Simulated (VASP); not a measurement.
# RbBr (Fm-3m) in VASP: a series of runs, part 2 of 2

VASP 6.6.1. The steps go on from the part before.

## (3) Vibrations by perturbation theory, PBEsol

This run uses another cell than the first one, of 40.17 Å³/atom, 1.031 times its volume.

INCAR reads:

```
SYSTEM = RbBr
PREC     = Accurate       ! precision mode
ENCUT    = 520            ! plane-wave cutoff, eV
EDIFF    = 1E-8           ! SCF threshold, eV
ISMEAR   = 0              ! smearing method
SIGMA    = 0.01           ! smearing width, eV
LREAL    = .False.        ! projectors in reciprocal space
LASPH    = .True.         ! aspherical terms in the spheres
NELM     = 60             ! most SCF steps
ALGO     = Normal         ! electronic algorithm
ISIF     = 2              ! what is computed and relaxed
LWAVE    = .False.        ! write WAVECAR
LCHARG   = .False.        ! write CHGCAR
GGA      = PS             ! functional
NBANDS   = 15             ! bands
IBRION   = 8              ! ionic algorithm
NSW      = 1              ! ionic steps
```

KPOINTS reads:

```
regular mesh
0
Gamma
  6 6 6
  0 0 0
```

POSCAR reads:

```
RbBr
1.0
    0.0000000000      3.4249234695      3.4249234695
    3.4249234695      0.0000000000      3.4249234695
    3.4249234695      3.4249234695      0.0000000000
Rb Br
1 1
Direct
    0.0000000000      0.0000000000      0.0000000000
    0.5000000000      0.5000000000      0.5000000000
```

Potentials or basis: VASP PAW PBE potentials, release 64 (Rb_sv, Br).

Command:

```
$ cat potpaw_PBE.64/Rb_sv/POTCAR potpaw_PBE.64/Br/POTCAR > POTCAR
$ mpirun -np 1 vasp_std > vasp.out
```

OUTCAR:

```text
SYSTEM = RbBr
   PREC = Accurate
   ENCUT = 520
   EDIFF = 1E-8
   ISMEAR = 0
   LREAL = .False.
   LASPH = .True.
   NELM = 60
   ISIF = 2
   GGA = PS
   IBRION = 8
   NSW = 1

 ion  position               nearest neighbor table
   1  0.000  0.000  0.000-   2 3.42   2 3.42   2 3.42   2 3.42   2 3.42   2 3.42
   2  0.500  0.500  0.500-   1 3.42   1 3.42   1 3.42   1 3.42   1 3.42   1 3.42

  LATTYP: Found a face centered cubic cell.
 ALAT       =     6.8498469390

  Lattice vectors:

 A1 = (   0.0000000000,   3.4249234695,   3.4249234695)
 A2 = (   3.4249234695,   0.0000000000,   3.4249234695)
 A3 = (   3.4249234695,   3.4249234695,   0.0000000000)

Analysis of symmetry for initial positions (statically):
=====================================================================
 Subroutine PRICEL returns:
 Original cell was already a primitive cell.

 Routine SETGRP: Setting up the symmetry group for a
 face centered cubic supercell.

 Subroutine GETGRP returns: Found 48 space group operations
 (whereof 48 operations were pure point group operations)
 out of a pool of 48 trial point group operations.

The static configuration has the point symmetry O_h .

Analysis of symmetry for dynamics (positions and initial velocities):
=====================================================================
 Subroutine PRICEL returns:
 Original cell was already a primitive cell.

 Routine SETGRP: Setting up the symmetry group for a
 face centered cubic supercell.

 Subroutine GETGRP returns: Found 48 space group operations
 (whereof 48 operations were pure point group operations)
 out of a pool of 48 trial point group operations.

The dynamic configuration has the point symmetry O_h .

 Subroutine INISYM returns: Found 48 space group operations
 (whereof 48 operations are pure point group operations),
 and found     1 'primitive' translations

----------------------------------------------------------------------------------------

                                     Primitive cell

  volume of cell :      80.3494

  direct lattice vectors                    reciprocal lattice vectors
     0.000000000  3.424923469  3.424923469    -0.145988664  0.145988664  0.145988664
     3.424923469  0.000000000  3.424923469     0.145988664 -0.145988664  0.145988664
     3.424923469  3.424923469  0.000000000     0.145988664  0.145988664 -0.145988664

  length of vectors
     4.843573221  4.843573221  4.843573221     0.252859783  0.252859783  0.252859783

  position of ions in fractional coordinates (direct lattice)
     0.000000000  0.000000000  0.000000000
[... 129 lines left out ...]
      2     -14.0337      2.00000
      3     -10.2774      2.00000
      4     -10.2774      2.00000
      5     -10.2774      2.00000
      6      -1.8386      2.00000
      7      -1.8386      2.00000
      8      -1.8386      2.00000
      9       2.3775      0.00000
     10       5.3621      0.00000
     11       5.3621      0.00000
     12       5.3621      0.00000
     13       6.2545      0.00000
     14       6.2545      0.00000
[... 259 lines left out ...]
      4     -10.3812      2.00000
      5     -10.2827      2.00000
      6      -2.2675      2.00000
      7      -2.2637      2.00000
      8      -2.1094      2.00000
      9       4.3621      0.00000
     10       5.9313      0.00000
     11       6.0373      0.00000
     12       7.0284      0.00000
     13       8.1002      0.00000
     14       9.0236      0.00000
     15       9.4443      0.00000

------------------------ aborting loop because EDIFF is reached ----------------------------------------

  FORCE on cell =-STRESS in cart. coord.  units (eV):
  Direction    XX          YY          ZZ          XY          YZ          ZX
  --------------------------------------------------------------------------------------
  -------------------------------------------------------------------------------------
  Total        0.0018368      0.0018368      0.0018368      0.0000000      0.0000000     -0.0000000
  in kB        0.0366263      0.0366263      0.0366263      0.0000000      0.0000000     -0.0000000
  external PRESSURE =       0.0366263 kB  Pullay stress =       0.0000000 kB

 VOLUME and BASIS-vectors are now :
 -----------------------------------------------------------------------------
  energy-cutoff  :      520.00
  volume of cell :       80.35
      direct lattice vectors                 reciprocal lattice vectors
     0.000000000  3.424923469  3.424923469    -0.145988664  0.145988664  0.145988664
     3.424923469  0.000000000  3.424923469     0.145988664 -0.145988664  0.145988664
     3.424923469  3.424923469  0.000000000     0.145988664  0.145988664 -0.145988664

 POSITION                                       TOTAL-FORCE (eV/Angst)
 -----------------------------------------------------------------------------------
      0.00000      0.00000      0.00000        -0.000000      0.000000     -0.000000
      3.42492      3.42492      3.42492         0.000000     -0.000000      0.000000
 -----------------------------------------------------------------------------------
    total drift:                                0.000000      0.000000      0.000000

  FREE ENERGIE OF THE ION-ELECTRON SYSTEM (eV)
  ---------------------------------------------------
  free  energy   TOTEN  =        -6.3553885972 eV

  energy  without entropy=       -6.3553885972  energy(sigma->0) =       -6.35538860

[... ionic steps 2 to 3 ...]

--------------------------------------- Ionic step        4  -------------------------------------------

------------------------ aborting loop because EDIFF is reached ----------------------------------------

[... ionic steps 5 to 6 ...]

--------------------------------------- Ionic step        7  -------------------------------------------

 Free energy of the ion-electron system (eV)
  ---------------------------------------------------
  ---------------------------------------------------
  free energy    TOTEN  =        -0.14644362 eV

  energy without entropy =       -0.14644362

------------------------ aborting loop because EDIFF is reached ----------------------------------------

 INTERNAL STRAIN TENSOR  FOR ION    2  DIRECTION 1   (eV/Angst):
 -----------------------------------------------------------------------------
    -0.00770  0.00000  0.00000
     0.00000  0.00196  0.00000
     0.00000  0.00000  0.00196

 INTERNAL STRAIN TENSOR FOR ION    2 for displacements in x,y,z  (eV/Angst):
          X           Y           Z          XY          YZ          ZX
  --------------------------------------------------------------------------------
  x     0.00000     0.00000     0.00000     0.00000     0.00000     0.00000
  y     0.00000     0.00000     0.00000     0.00000     0.00000     0.00000
  z     0.00000     0.00000     0.00000     0.00000     0.00000     0.00000

 SECOND DERIVATIVES (NOT SYMMETRIZED)
 ------------------------------------
               1X          1Y          1Z          2X          2Y          2Z
  1X    -1.107613    0.000000    0.000000    1.107613    0.000000    0.000000
  1Y     0.000000   -1.107613    0.000000    0.000000    1.107613    0.000000
  1Z     0.000000    0.000000   -1.107613    0.000000    0.000000    1.107613
  2X     1.101669    0.000000    0.000000   -1.101669    0.000000    0.000000
  2Y     0.000000    1.101669    0.000000    0.000000   -1.101669    0.000000
  2Z     0.000000    0.000000    1.101669    0.000000    0.000000   -1.101669

 Eigenvectors and eigenvalues of the dynamical matrix
 ----------------------------------------------------

   1 f  =    2.556743 THz    16.064487 2PiTHz   85.283752 cm-1    10.573833 meV
             X         Y         Z           dx          dy          dz
      0.000000  0.000000  0.000000     0.000000    0.696075    0.000000
      3.424923  3.424923  3.424923     0.000000   -0.717969    0.000000
[... 21 lines left out ...]
   6 f/i=    0.003437 THz     0.021597 2PiTHz    0.114656 cm-1     0.014216 meV
             X         Y         Z           dx          dy          dz
      0.000000  0.000000  0.000000     0.000000    0.000000    0.717969
      3.424923  3.424923  3.424923     0.000000    0.000000    0.696075

--------------------------------------------------------------------------------------------------------

 ELASTIC MODULI CONTR FROM IONIC RELAXATION (kBar)
 Direction    XX          YY          ZZ          XY          YZ          ZX
 --------------------------------------------------------------------------------
 XX           0.0000      0.0000      0.0000      0.0000      0.0000      0.0000
 YY           0.0000      0.0000      0.0000      0.0000      0.0000      0.0000
 ZZ           0.0000      0.0000      0.0000      0.0000      0.0000      0.0000
 XY           0.0000      0.0000      0.0000      0.0000      0.0000      0.0000
 YZ           0.0000      0.0000      0.0000      0.0000      0.0000      0.0000
 ZX           0.0000      0.0000      0.0000      0.0000      0.0000      0.0000
 --------------------------------------------------------------------------------
```

It took 2.7 min on 1 thread of Intel Xeon Platinum 8259CL at 2.50GHz (Skylake/Cascade Lake), shared host; peak memory 0.29 GiB.

What came out:

* Highest phonon frequency at Γ, LO-TO splitting left out: 85 cm⁻¹

Phonon frequencies in cm⁻¹ (negative: imaginary):
```csv
q point,frequencies
"(0.000, 0.000, 0.000)",0 0 0 85 85 85
```

Caveat: the PAW data sets were made with another functional, which shifts forces and pressure a little.
